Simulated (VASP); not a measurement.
# Br (Cmce) in VASP: further runs, part 2 of 2

VASP 6.6.1. The steps go on from the part before.

## (3) Relaxation of volume and atoms at fixed shape, LDA

This run uses another cell than the first one, of 33.99 Å³/atom, 1.264 times its volume.

File INCAR:

```
ALGO = Normal
EDIFF = 1E-7
EDIFFG = -0.03
ENCUT = 500
GGA = CA
GGA_COMPAT = False
IBRION = 2
ISIF = 8
ISMEAR = -1
LASPH = True
LCHARG = False
LREAL = False
LWAVE = False
NELM = 120
NELMIN = 4
NSW = 80
PREC = Accurate
SIGMA = 0.02
```

File KPOINTS:

```
k-points
0
Gamma
  5 5 3
```

File POSCAR:

```
Br
1.0
    3.3632500000     -2.3225500000      0.0000000000
    3.3632500000      2.3225500000      0.0000000000
    0.0000000000      0.0000000000      8.7023000000
Br
4
Direct
    0.8651000000      0.1349000000      0.1099000000
    0.6349000000      0.3651000000      0.6099000000
    0.1349000000      0.8651000000      0.8901000000
    0.3651000000      0.6349000000      0.3901000000
```

Potentials or basis: VASP PAW LDA potentials, release 64 (Br).

The run is started by

```console
$ cat potpaw_LDA.64/Br/POTCAR > POTCAR
$ mpirun -np 1 vasp_std > vasp.out
```

OUTCAR:

```text
EDIFF = 1E-7
   EDIFFG = -0.03
   ENCUT = 500
   GGA = CA
   IBRION = 2
   ISIF = 8
   ISMEAR = -1
   LASPH = True
   LREAL = False
   NELM = 120
   NELMIN = 4
   NSW = 80
   PREC = Accurate

 ion  position               nearest neighbor table
   1  0.865  0.135  0.110-   3 2.29
   2  0.635  0.365  0.610-   4 2.29
   3  0.135  0.865  0.890-   1 2.29
   4  0.365  0.635  0.390-   2 2.29

  LATTYP: Found a base centered orthorhombic cell.
 ALAT       =     4.6451000000
 B/A-ratio  =     1.4480850789
 C/A-ratio  =     1.8734365245

  Lattice vectors:

 A1 = (  -3.3632500000,  -2.3225500000,   0.0000000000)
 A2 = (   3.3632500000,  -2.3225500000,   0.0000000000)
 A3 = (   0.0000000000,   0.0000000000,   8.7023000000)

Analysis of symmetry for initial positions (statically):
=====================================================================
 Subroutine PRICEL returns:
 Original cell was already a primitive cell.

 Routine SETGRP: Setting up the symmetry group for a
 base centered orthorhombic supercell.

 Subroutine GETGRP returns: Found  8 space group operations
 (whereof  4 operations were pure point group operations)
[... 165 lines left out ...]

------------------------ aborting loop because EDIFF is reached ----------------------------------------

  FORCE on cell =-STRESS in cart. coord.  units (eV):
  Direction    XX          YY          ZZ          XY          YZ          ZX
  --------------------------------------------------------------------------------------
  -------------------------------------------------------------------------------------
  Total       -0.9201059     -1.5909258     -0.5001680      0.0000000      0.0000000      0.0000000
  in kB      -10.8432660    -18.7487468     -5.8943813      0.0000000      0.0000000      0.0000000
  external PRESSURE =     -11.8287980 kB  Pullay stress =       0.0000000 kB
[... 95 lines left out ...]
  FREE ENERGIE OF THE ION-ELECTRON SYSTEM (eV)
  ---------------------------------------------------
  free  energy   TOTEN  =        -8.3571123576 eV

  energy  without entropy=       -8.3571123575  energy(sigma->0) =       -8.35711236

[... ionic steps 4 to 11 ...]

--------------------------------------- Ionic step       12  -------------------------------------------

 number of electron      28.0000006 magnetization

------------------------ aborting loop because EDIFF is reached ----------------------------------------
[... 71 lines left out ...]
--------------------------------------- Ionic step       14  -------------------------------------------

 number of electron      28.0000006 magnetization

 Free energy of the ion-electron system (eV)
  ---------------------------------------------------
  ext. energy  EPLUGINS =         0.00000000
  ---------------------------------------------------
  free energy    TOTEN  =        -8.44749119 eV

  energy without entropy =       -8.44749119  energy(sigma->0) =       -8.44749119

 E-fermi :   2.0615     XC(G=0):  -9.4067

 val. band max:        1.5946297715   @ k =  -0.2000   0.2000   0.3333
 cond. band min:       2.8016591874   @ k =   0.4000   0.4000   0.3333
 fundamental gap:      1.2070294159
 Fermi energy:         2.0614613173

 k-point     1 :       0.0000    0.0000    0.0000
  band No.  band energies     occupation
      1     -14.7516      2.00000
      2     -13.8737      2.00000
      3     -12.5103      2.00000
      4     -10.9880      2.00000
      5      -3.6570      2.00000
      6      -2.3362      2.00000
[... 398 lines left out ...]
  FREE ENERGIE OF THE ION-ELECTRON SYSTEM (eV)
  ---------------------------------------------------
  free  energy   TOTEN  =        -8.4474911921 eV

  energy  without entropy=       -8.4474911921  energy(sigma->0) =       -8.44749119

 reached required accuracy - stopping structural energy minimisation
```

Run time: 3.4 min. Hardware: 1 thread of Intel Xeon Platinum 8488C (Sapphire Rapids), shared host; peak memory 0.21 GiB.

Results:

* Free energy: -8.4475 eV
* Relaxed volume: 26.96 Å³/atom
* Relaxed cell: a = 3.784 Å, b = 3.784 Å, c = 8.056 Å, α = 90.00°, β = 90.00°, γ = 69.26°
* Space group after relaxing (to 0.05 Å): Cmce (No. 64)
* Energy gained by relaxing: 93.1 meV/atom
* Ionic steps: 14
* Pressure after relaxing: -0.1 GPa
* Largest force after relaxing: 0.023 eV/Å
* Band gap on the k mesh: 1.21 eV, indirect (least direct gap 1.53 eV)

Forces on the atoms (eV/Å):
```
Br   0.000 -0.023 -0.002
Br   0.000  0.023 -0.002
Br   0.000  0.023  0.002
Br   0.000 -0.023  0.002
```

Step by step:
| step | energy change (eV) | largest force (eV/Å) | pressure (GPa) | volume (Å³) |
| --- | --- | --- | --- | --- |
| 1 | 0.0000 | 0.7269 | -1.18 | 135.95 |
| 2 | -0.1193 | 0.3168 | -1.94 | 131.07 |
| 3 | -0.2821 | 0.4223 | -2.53 | 118.20 |
| 4 | -0.3419 | 0.2942 | -0.42 | 110.49 |
| 5 | -0.3422 | 0.2918 | -0.23 | 109.94 |
| 6 | -0.3512 | 0.1984 | -0.14 | 110.12 |
| 7 | -0.3576 | 0.1601 | 0.08 | 110.45 |
| 8 | -0.3611 | 0.1138 | -0.16 | 110.71 |
| 9 | -0.3638 | 0.0338 | -0.62 | 111.23 |
| 10 | -0.3664 | 0.0273 | -0.51 | 110.70 |
| 11 | -0.3708 | 0.0632 | -0.19 | 109.12 |
| 12 | -0.3711 | 0.0845 | -0.05 | 108.51 |
| 13 | -0.3720 | 0.0494 | -0.08 | 108.25 |
| 14 | -0.3724 | 0.0227 | -0.11 | 107.84 |

Final structure:
```cif
data_structure
_symmetry_space_group_name_H-M 'P 1'
_symmetry_Int_Tables_number 1
_cell_length_a 3.7835
_cell_length_b 3.7835
_cell_length_c 8.0557
_cell_angle_alpha 90.000
_cell_angle_beta 90.000
_cell_angle_gamma 69.255
_cell_volume 107.84
loop_
_atom_site_label
_atom_site_type_symbol
_atom_site_fract_x
_atom_site_fract_y
_atom_site_fract_z
_atom_site_occupancy
Br1 Br 0.83828 0.16172 0.12030 1
Br2 Br 0.66172 0.33828 0.62030 1
Br3 Br 0.16172 0.83828 0.87970 1
Br4 Br 0.33828 0.66172 0.37970 1
```

Levels at points of the mesh, in eV from the valence-band top:
```
           k point  band 10  band 11  band 12  band 13  band 14  band 15  band 16  band 17  band 18
(0.00, 0.00, 0.00)    -1.31    -1.22    -0.79    -0.35    -0.23     1.67     2.08     6.15     6.27
```

Caveat: the volume moved by over 15 % at a fixed basis, so the end points are rough; the volume moved by -21 % from the deposited cell, more than functionals usually miss. A k mesh can miss the band edges.
